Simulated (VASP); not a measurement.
# Tl (I4/mmm) in VASP: a series of runs

Tl is run at these levels: PBEsol; tasks: single point.

Everything below comes from runs of VASP 6.6.1. Logs are shortened: lines on timing, memory, paths and dates and some standing lists are left out, and cuts for length are marked.

## (1) The cell of the first run

The structure is tetragonal, space group I4/mmm (No. 139). Conventional cell: a = 3.940 Å, b = 3.940 Å, c = 3.998 Å, α = 90.00°, β = 90.00°, γ = 90.00°. Tl (site symmetry 4/mmm) has 14 Tl at 3.43 to 4.00 Å within 4.5 Å.

## (2) Single point, PBEsol (strain +0.015 along x and y, +0.030 along z)

Contents of INCAR:

```
SYSTEM = Tl
PREC     = Accurate       ! precision mode
ENCUT    = 520            ! plane-wave cutoff, eV
EDIFF    = 1E-7           ! SCF threshold, eV
ISMEAR   = 0              ! smearing method
SIGMA    = 0.15           ! smearing width, eV
LREAL    = .FALSE.        ! projectors in reciprocal space
LASPH    = .TRUE.         ! aspherical terms in the spheres
NELM     = 100            ! most SCF steps
ALGO     = Fast           ! electronic algorithm
ISIF     = 2              ! what is computed and relaxed
LWAVE    = .FALSE.        ! write WAVECAR
LCHARG   = .FALSE.        ! write CHGCAR
GGA      = PS             ! functional
NBANDS   = 12             ! bands
```

Contents of KPOINTS:

```
regular mesh
0
G
  18 18 18
  0 0 0
```

Contents of POSCAR:

```
Tl
1.0
   -1.9701150000      1.9701150000      1.9992300000
    1.9701150000     -1.9701150000      1.9992300000
    1.9701150000      1.9701150000     -1.9992300000
Tl
1
Direct
    0.0000000000      0.0000000000      0.0000000000
```

Potentials or basis: VASP PAW PBE potentials, release 64 (Tl_d).

Started as:

```console
$ cat potpaw_PBE.64/Tl_d/POTCAR > POTCAR
$ mpirun -np 1 vasp_std > vasp.out
```

OUTCAR:

```text
SYSTEM = Tl
   PREC = Accurate
   ENCUT = 520
   EDIFF = 1E-7
   ISMEAR = 0
   LREAL = .FALSE.
   LASPH = .TRUE.
   NELM = 100
   ISIF = 2
   GGA = PS

 ion  position               nearest neighbor table
   1  0.000  0.000  0.000-

  LATTYP: Found a body centered tetragonal cell.
 ALAT       =     3.9402300000
 C/A-ratio  =     1.0147783251

  Lattice vectors:

 A1 = (  -1.9701150000,   1.9701150000,   1.9992300000)
 A2 = (   1.9701150000,  -1.9701150000,   1.9992300000)
 A3 = (   1.9701150000,   1.9701150000,  -1.9992300000)

Analysis of symmetry for initial positions (statically):
=====================================================================
 Subroutine PRICEL returns:
 Original cell was already a primitive cell.

 Routine SETGRP: Setting up the symmetry group for a
 body centered tetragonal supercell.

 Subroutine GETGRP returns: Found 16 space group operations
 (whereof 16 operations were pure point group operations)
 out of a pool of 16 trial point group operations.

The static configuration has the point symmetry D_4h.

Analysis of symmetry for dynamics (positions and initial velocities):
=====================================================================
 Subroutine PRICEL returns:
 Original cell was already a primitive cell.

 Routine SETGRP: Setting up the symmetry group for a
 body centered tetragonal supercell.

 Subroutine GETGRP returns: Found 16 space group operations
 (whereof 16 operations were pure point group operations)
 out of a pool of 16 trial point group operations.

The dynamic configuration has the point symmetry D_4h.

 Subroutine INISYM returns: Found 16 space group operations
 (whereof 16 operations are pure point group operations),
 and found     1 'primitive' translations

----------------------------------------------------------------------------------------

                                     Primitive cell

  volume of cell :      31.0389

  direct lattice vectors                    reciprocal lattice vectors
    -1.970115000  1.970115000  1.999230000     0.000000000  0.253792291  0.250096287
     1.970115000 -1.970115000  1.999230000     0.253792291  0.000000000  0.250096287
     1.970115000  1.970115000 -1.999230000     0.253792291  0.253792291  0.000000000

  length of vectors
     3.429231229  3.429231229  3.429231229     0.356312615  0.356312615  0.358916500

  position of ions in fractional coordinates (direct lattice)
     0.000000000  0.000000000  0.000000000

  ion indices of the primitive-cell ions
   primitive index   ion index
                 1           1

----------------------------------------------------------------------------------------

 KPOINTS: regular mesh

Automatic generation of k-mesh.
 Grid dimensions read from file:
 generate k-points for:   18   18   18

 Generating k-lattice:

  Cartesian coordinates                     Fractional coordinates (reciprocal lattice)
     0.000000000  0.014099572  0.013894238     0.055555556  0.000000000  0.000000000
     0.014099572  0.000000000  0.013894238     0.000000000  0.055555556  0.000000000
     0.014099572  0.014099572  0.000000000     0.000000000  0.000000000  0.055555556

  Length of vectors
     0.019795145  0.019795145  0.019939806

  Shift w.r.t. Gamma in fractional coordinates (k-lattice)
     0.000000000  0.000000000  0.000000000

 Subroutine IBZKPT returns following result:
 ===========================================

 Found    480 irreducible k-points:

 Following reciprocal coordinates:
            Coordinates               Weight
  0.000000  0.000000  0.000000      1.000000
  0.055556 -0.000000  0.000000      8.000000
  0.111111 -0.000000  0.000000      8.000000
  0.166667  0.000000 -0.000000      8.000000
  0.222222  0.000000  0.000000      8.000000
  0.277778  0.000000  0.000000      8.000000
[... 16 lines left out ...]
 -0.277778  0.055556  0.000000     16.000000
 -0.222222  0.055556  0.000000     16.000000
 [... further k-points ...]
   k-points           NKPTS =    480   k-points in BZ     NKDIM =    480   number of bands    NBANDS=     12
   number of dos      NEDOS =    301   number of ions     NIONS =      1
   total plane-waves  NPLWV =  21952
   dimension x,y,z NGX =    28 NGY =   28 NGZ =   28
   dimension x,y,z NGXF=    56 NGYF=   56 NGZF=   56
   ions per type =               1
   NGX,Y,Z   is equivalent  to a cutoff of  13.57, 13.57, 13.57 a.u.
   NGXF,Y,Z  is equivalent  to a cutoff of  27.15, 27.15, 27.15 a.u.
 SYSTEM =  Tl
   PREC   = accura    normal or accurate (medium, high low for compatibility)
   ISTART =      0    job   : 0-new  1-cont  2-samecut
   ICHARG =      2    charge: 1-file 2-atom 10-const
   ISPIN  =      1    spin polarized calculation?
   LNONCOLLINEAR =      F non collinear calculations
   LSORBIT =      F    spin-orbit coupling
   LASPH  =      T    aspherical Exc in radial PAW
   ENCUT  =  520.0 eV  38.22 Ry    6.18 a.u.   6.38  6.38  6.38*2*pi/ulx,y,z
   NELM   =    100;   NELMIN=  2; NELMDL= -5     # of ELM steps
   EDIFF  = 0.1E-06   stopping-criterion for ELM
   LREAL  =      F    real-space projection
   EDIFFG = 0.1E-05   stopping-criterion for IOM
   NSW    =      0    number of steps for IOM
   IBRION =     -1    ionic relax: 0-MD 1-quasi-New 2-CG
   NFREE  =      0    steps in history (QN), initial steepest desc. (CG)
   ISIF   =      2    stress and relaxation
   ISYM   =      2    0-nonsym 1-usesym 2-fastsym
   POTIM  = 0.5000    time-step for ionic-motion
   TEBEG  =    0.0;   TEEND  =   0.0 temperature during run
   PSTRESS=    0.0 pullay stress
   NELECT =      13.0000    total number of electrons
   NUPDOWN=      -1.0000    fix difference up-down
   EMIN   =  10.00;   EMAX   =-10.00  energy-range for DOS
   EFERMI =   0.00;   METHOD = LEGACY
   ISMEAR =     0;   SIGMA  =   0.15  broadening in eV -4-tet -1-fermi 0-gaus
   EFERMI_NEDOS =   21; number of points for ismear=-14 and -15
   IALGO  =     68    algorithm
   IMIX   =      4    mixing-type and parameters
     AMIX     =   0.40;   BMIX     =  1.00
     AMIX_MAG =   1.60;   BMIX_MAG =  1.00
  volume/ion in A,a.u.               =      31.04       209.46
  Fermi-wavevector in a.u.,A,eV,Ry     =   1.224862  2.314654 20.412657  1.500288
  Thomas-Fermi vector in A             =   2.359921
   LORBIT       =      0    0 simple, 1 ext, 2 COOP (PROOUT), +10 PAW based schemes
   GGA     = PS    functional components
   LHFCALC =     F    Hartree Fock is set to
   AEXX    =    0.0000 exact exchange contribution
   IVDW    =     0    specifies the selected vdW correction
   LEPSILON=     F    determine dielectric tensor
   LRPA    =     F    only Hartree local field effects (RPA)
 non-spin polarized calculation
 RMM-DIIS sequential band-by-band and
 Gauss-broadening in eV      SIGMA  =   0.15
  energy-cutoff  :      520.00
  volume of cell :       31.04
 maximum number of plane-waves:       857
 NGX is ok and might be reduce to    28
   NGX = 13   NGY = 13   NGZ = 13

 number of electron      12.9999999 magnetization

 Free energy of the ion-electron system (eV)
  ---------------------------------------------------
  ext. energy  EPLUGINS =         0.00000000
  ---------------------------------------------------
  free energy    TOTEN  =        -2.61002322 eV

  energy without entropy =       -2.60539009  energy(sigma->0) =       -2.60770665

 E-fermi :   5.5706     XC(G=0):  -9.9646

 val. band max:        5.5440963562   @ k =  -0.3333   0.5000   0.3333
 cond. band min:       5.5724633354   @ k =  -0.3889   0.0556   0.0000
 fundamental gap:      0.0283669792
 Fermi energy:         5.5706211065

 k-point     1 :       0.0000    0.0000    0.0000
  band No.  band energies     occupation
      1      -5.9471      2.00000
      2      -5.9471      2.00000
      3      -5.9312      2.00000
      4      -5.5922      2.00000
      5      -5.5774      2.00000
      6      -3.9675      2.00000
      7      15.4820      0.00000
      8      15.5818      0.00000
      9      15.5818      0.00000
     10      17.5626      0.00000
     11      17.7413      0.00000
     12      17.7413      0.00000

 k-point     2 :       0.0556   -0.0000    0.0000
  band No.  band energies     occupation
      1      -5.9461      2.00000
      2      -5.9432      2.00000
      3      -5.9203      2.00000
      4      -5.5961      2.00000
      5      -5.5789      2.00000
      6      -3.9030      2.00000
      7      14.7687      0.00000
      8      15.3400      0.00000
      9      15.4207      0.00000
     10      17.3013      0.00000
     11      17.6137      0.00000
     12      17.6558      0.00000

 k-point     3 :       0.1111   -0.0000    0.0000
  band No.  band energies     occupation
      1      -5.9570      2.00000
      2      -5.9344      2.00000
      3      -5.8745      2.00000
      4      -5.6082      2.00000
      5      -5.5812      2.00000
      6      -3.7076      2.00000
      7      13.1694      0.00000
      8      14.7395      0.00000
      9      15.0748      0.00000
     10      16.8048      0.00000
     11      17.4465      0.00000
     12      17.5891      0.00000
[... 286 lines left out ...]
 k-point    23 :      -0.2778    0.0556    0.0000
  band No.  band energies     occupation
      1      -6.0080      2.00000
      2      -5.9407      2.00000
      3      -5.6596      2.00000
      4      -5.6413      2.00000
      5      -5.5844      2.00000
      6      -2.5716      2.00000
      7       8.7148      0.00000
      8      12.4298      0.00000
      9      13.4842      0.00000
     10      16.1553      0.00000
     11      17.2356      0.00000
     12      18.1633      0.00000

 k-point    24 :      -0.2222    0.0556    0.0000
  band No.  band energies     occupation
      1      -5.9835      2.00000
      2      -5.9309      2.00000
      3      -5.7520      2.00000
      4      -5.6327      2.00000
      5      -5.5847      2.00000
      6      -3.1066      2.00000
      7      10.4300      0.00000
      8      13.1724      0.00000
      9      14.0185      0.00000
     10      16.5023      0.00000
     11      17.3636      0.00000
     12      17.7961      0.00000

 [... further k-points ...]

------------------------ aborting loop because EDIFF is reached ----------------------------------------

  FORCE on cell =-STRESS in cart. coord.  units (eV):
  Direction    XX          YY          ZZ          XY          YZ          ZX
  --------------------------------------------------------------------------------------
  -------------------------------------------------------------------------------------
  Total       -0.4715730     -0.4715730     -0.4967066      0.0000000     -0.0000000      0.0000000
  in kB      -24.3418539    -24.3418539    -25.6392103      0.0000000     -0.0000000      0.0000000
  external PRESSURE =     -24.7743060 kB  Pullay stress =       0.0000000 kB

 VOLUME and BASIS-vectors are now :
 -----------------------------------------------------------------------------
  energy-cutoff  :      520.00
  volume of cell :       31.04
      direct lattice vectors                 reciprocal lattice vectors
    -1.970115000  1.970115000  1.999230000     0.000000000  0.253792291  0.250096287
     1.970115000 -1.970115000  1.999230000     0.253792291  0.000000000  0.250096287
     1.970115000  1.970115000 -1.999230000     0.253792291  0.253792291  0.000000000

 POSITION                                       TOTAL-FORCE (eV/Angst)
 -----------------------------------------------------------------------------------
      0.00000      0.00000      0.00000         0.000000      0.000000      0.000000
 -----------------------------------------------------------------------------------
    total drift:                               -0.000000     -0.000000     -0.000000

  FREE ENERGIE OF THE ION-ELECTRON SYSTEM (eV)
  ---------------------------------------------------
  free  energy   TOTEN  =        -2.6100232161 eV

  energy  without entropy=       -2.6053900901  energy(sigma->0) =       -2.60770665
```

Run time: 87 s. Hardware: 1 thread of Intel Xeon Platinum 8488C (Sapphire Rapids), shared host; peak memory 0.29 GiB.

What came out:

| Item | Value |
| --- | --- |
| Free energy | -2.6100 eV |
| Pressure | -2.5 GPa |
| Band gap on the k mesh | zero (an odd number of electrons rules out a gap without spin polarisation) |

Stress tensor (GPa, compression positive):
```
-2.43  0.00  0.00
 0.00 -2.43  0.00
 0.00  0.00 -2.56
```

Caveat: the cell differs from its parent crystal (strain +0.015 along x and y, +0.030 along z); the PAW data sets were made with another functional, which shifts forces and pressure a little; spin-orbit coupling is left out, which moves the levels of the heavy elements.

## (3) Single point, PBEsol (strain +0.030 along x and y, +0.015 along z)

Contents of INCAR:

```
SYSTEM = Tl
ALGO = Fast
EDIFF = 1E-6
ENCUT = 520
GGA = PS
ISIF = 2
ISMEAR = 0
LASPH = .True.
LCHARG = .False.
LREAL = .False.
LWAVE = .False.
NBANDS = 12
NELM = 60
PREC = Accurate
SIGMA = 0.15
```

Contents of KPOINTS:

```
k-points
0
Gamma
  18 18 18
  0 0 0
```

Contents of POSCAR:

```
Tl
1.0
   -1.9992300000      1.9992300000      1.9701150000
    1.9992300000     -1.9992300000      1.9701150000
    1.9992300000      1.9992300000     -1.9701150000
Tl
1
Direct
    0.0000000000      0.0000000000      0.0000000000
```

Potentials or basis: VASP PAW PBE potentials, release 64 (Tl_d).

Started as:

```console
$ cat potpaw_PBE.64/Tl_d/POTCAR > POTCAR
$ mpirun -np 1 vasp_std > vasp.out
```

It took 79 s on 1 thread of Intel Xeon Platinum 8488C (Sapphire Rapids), shared host; peak memory 0.29 GiB.

Results (log left out):

```yaml
Free_energy: -2.6027 eV
Pressure: -2.8 GPa
Band_gap_on_the_k_mesh: zero (an odd number of electrons rules out a gap without spin polarisation)
```

Levels at points of the mesh, in eV from the Fermi level:
```csv
k point,band 3,band 4,band 5,band 6,band 7,band 8,band 9,band 10
"(0.00, 0.00, 0.00)",-11.49,-11.16,-11.15,-9.45,9.79,9.79,9.91,12.02
"(0.50, 0.00, 0.00)",-11.17,-11.15,-10.93,-5.06,-2.39,5.35,6.73,9.26
"(0.50, 0.50, 0.00)",-11.19,-11.16,-10.93,-5.14,-2.43,5.53,6.96,9.49
"(0.50, 0.50, 0.50)",-10.99,-10.99,-10.98,-2.12,1.33,1.33,1.59,6.09
```

Caveat: the cell differs from its parent crystal (strain +0.030 along x and y, +0.015 along z); the PAW data sets were made with another functional, which shifts forces and pressure a little; spin-orbit coupling is left out, which moves the levels of the heavy elements.
